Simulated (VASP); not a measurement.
A run of VASP 6.6.1 is set up as follows.

Contents of INCAR:

```
SYSTEM = Ti12C13
  PREC = Accurate
  ENCUT = 520
  EDIFF = 1E-7
  ISMEAR = 0
  SIGMA = 0.1
  LREAL = Auto
  LASPH = .True.
  NELM = 60
  ALGO = Normal
  ISIF = 2
  LWAVE = .False.
  LCHARG = .True.
  LDIPOL = .True.
  IDIPOL = 3
  DIPOL = 0.5 0.5 0.317
  GGA = PE
  LELF = .True.
  LVHAR = .True.
  LVACPOTAV = .True.
  NBANDS = 116
```

File KPOINTS:

```
regular mesh
0
Gamma
  5 5 1
  0 0 0
```

Contents of POSCAR:

```
Ti12C13
1.0
    6.1276785486      0.0000000000      0.0000000000
    0.0000000000      6.1276785486      0.0000000000
    0.0000000000      0.0000000000     19.8111521836
Ti C
12 13
Direct
    0.2500000000      0.2500000000      0.2019064799
    0.2500000000      0.7500000000      0.2019064799
    0.7500000000      0.2500000000      0.2019064799
    0.7500000000      0.7500000000      0.2019064799
    0.0000000000      0.0000000000      0.3089759294
    0.0000000000      0.5000000000      0.3089759294
    0.5000000000      0.0000000000      0.3089759294
    0.5000000000      0.5000000000      0.3089759294
    0.2500000000      0.2500000000      0.4140601451
    0.2500000000      0.7500000000      0.4140601451
    0.7500000000      0.2500000000      0.4140601451
    0.7500000000      0.7500000000      0.4140601451
    0.0000000000      0.0000000000      0.2019064799
    0.0000000000      0.5000000000      0.2019064799
    0.5000000000      0.0000000000      0.2019064799
    0.5000000000      0.5000000000      0.2019064799
    0.2500000000      0.2500000000      0.3083897447
    0.2500000000      0.7500000000      0.3083897447
    0.7500000000      0.2500000000      0.3083897447
    0.7500000000      0.7500000000      0.3083897447
    0.0000000000      0.0000000000      0.4195188703
    0.0000000000      0.5000000000      0.4195188703
    0.5000000000      0.0000000000      0.4195188703
    0.5000000000      0.5000000000      0.4195188703
    0.1666666667      0.1666666667      0.5035525574
```

Potentials or basis: VASP PAW PBE potentials, release 64 (Ti_sv, C).

Run with:

```sh
$ cat potpaw_PBE.64/Ti_sv/POTCAR potpaw_PBE.64/C/POTCAR > POTCAR
$ mpirun -np 1 vasp_std > vasp.out
```

Predict the largest force.

2.585 eV/Å.

Predict the band gap on the k mesh.

zero (band 98 reaches 0.17 eV, above the bottom of band 99 at -0.09 eV).

Forces on the atoms (eV/Å):
```
Ti  -0.104 -0.104  1.078
Ti  -0.036  0.036  0.941
Ti   0.036 -0.036  0.941
Ti   0.030  0.030  1.050
Ti   0.334  0.334  0.017
Ti   0.070 -0.130 -0.005
Ti  -0.130  0.070 -0.005
Ti  -0.003 -0.003  0.038
Ti   1.163  1.163 -1.166
Ti   0.304 -0.041  0.402
Ti  -0.041  0.304  0.402
Ti  -0.231 -0.231  0.200
C   -0.028 -0.028 -1.142
C    0.016  0.021 -1.011
C    0.021  0.016 -1.011
C    0.032  0.032 -1.011
C   -0.145 -0.145 -1.004
C   -0.018 -0.061  0.151
C   -0.061 -0.018  0.151
C    0.013  0.013  0.106
C    0.200  0.200  1.314
C   -0.190  0.376 -0.092
C    0.376 -0.190 -0.092
C    0.221  0.221 -0.265
C   -1.828 -1.828  0.014
```
